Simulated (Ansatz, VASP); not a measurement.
Two plane-wave programs on Ru

File INCAR:

```
SYSTEM = Ru
  ALGO = Normal
  EDIFF = 1E-6
  ENCUT = 520
  GGA = PS
  ISIF = 2
  ISMEAR = -1
  LASPH = .TRUE.
  LCHARG = .TRUE.
  LELF = .TRUE.
  LREAL = .FALSE.
  LVHAR = .TRUE.
  LWAVE = .FALSE.
  NBANDS = 21
  NELM = 100
  PREC = Accurate
  SIGMA = 0.1
```

KPOINTS

```
k-points
0
G
  22 22 12
  0 0 0
```

Contents of POSCAR:

```
Ru
1.0
    2.6568743225      0.0000000000      0.0000000000
   -1.3284371612      2.3009206580      0.0000000000
    0.0000000000      0.0000000000      4.1859144184
Ru
2
Direct
    0.3333333333      0.6666666667      0.2500000000
    0.6666666667      0.3333333333      0.7500000000
```

Input for Ansatz:

```yaml
crystal:
  lattice:
    - [2.6568743229, 0.0, 0.0]
    - [-1.3284371614, 2.3009206583, 0.0]
    - [0.0, 0.0, 4.1859144202]
  atoms:
    - { symbol: Ru, position: [0.3333333333, 0.6666666667, 0.25] }
    - { symbol: Ru, position: [0.6666666667, 0.3333333333, 0.75] }
hamiltonian:
  xc: pbesol
  pseudopotentials:
    kind: paw
    azcp:
      Ru: "pseudopotentials/Ru.paw.azcp"
basis:
  ecutwfc: 420
  fft_grid_basis: typed
kpoints:
  mp_grid: { grid: [22, 22, 12], shift: [0, 0, 0] }
magnetization:
  spin_polarized: false
scf:
  occupations: { method: fermi_dirac, width: 0.1 }
output:
  stress: true
```

Alike in both runs: task single point; functional PBEsol; k mesh 22 × 22 × 12; occupations fermi-dirac, width 0.1 eV; no spin polarisation.

|  | VASP | Ansatz |
| --- | --- | --- |
| version | VASP 6.6.1 | Ansatz 0.2.0 |
| potentials or method | VASP PAW PBE potentials, release 64 (Ru_pv), cutoff 520 eV | plane waves (420 eV) with PAW, scalar-relativistic |
| valence electrons in the cell | 28 | 32 |

Ansatz gave:

| Quantity | Value |
| --- | --- |
| pressure (GPa) | 15.6 |
| traceless stress, the component that is largest in VASP (GPa) | 1.36 |

Question: Estimate VASP's values.

Answer: Pressure (GPa): 15.6; traceless stress, the component that is largest in VASP (GPa): 1.37.

VASP's potentials were made for PBE, not for PBEsol, and Ansatz warns of the same on its side. VASP's potentials hold 28 valence electrons a cell and Ansatz's 32, so a difference there can come from the potentials and not from the codes.
